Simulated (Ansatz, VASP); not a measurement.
**Two plane-wave programs on Hf2ZrSe6**

```xyz
9
Lattice="3.7814 0.0000 0.0000 -1.8907 3.2748 0.0000 0.0000 0.0000 20.9901" Properties=species:S:1:pos:R:3 pbc="T T T"
Zr    0.0000    0.0000    0.0000
Hf    0.0000    0.0000    6.9707
Hf    0.0000    0.0000   14.0193
Se    1.8907    1.0916    5.3983
Se    1.8907    1.0916   12.4469
Se    1.8907    1.0916   19.3991
Se    0.0000    2.1832    1.5909
Se    0.0000    2.1832    8.5432
Se    0.0000    2.1832   15.5918
```

Alike in both runs: functional PBE; k mesh 12 × 12 × 2; occupations gaussian, width 0.02 eV; no spin polarisation.

Ansatz relaxed the structure, and its values are those at the end. VASP's run is a single point on that final structure, the one shown.

|  | VASP | Ansatz |
| --- | --- | --- |
| version | VASP 6.6.1 | Ansatz 0.2.0 |
| potentials or method | VASP PAW PBE potentials, release 64 (Zr_sv, Hf_pv, Se), cutoff 520 eV | scalar-relativistic, plane waves, PAW |
| valence electrons in the cell | 68 | 160 |

```csv
,VASP,Ansatz,Ansatz less VASP
gap on the k mesh at the Fermi level (eV),0.43,0.43,-0.001
least direct gap on the mesh (eV),1.11,1.11,0.000
pressure (GPa),-0.2,0.0,+0.16
rms of the force components (eV/Å),0.019,0.001,-0.0177
```

The functional is the same, so the differences come from potentials, cutoffs and numerics. VASP's potentials hold 68 valence electrons a cell and Ansatz's 160, so a difference there can come from the potentials and not from the codes.

Neither program's run includes spin-orbit coupling.
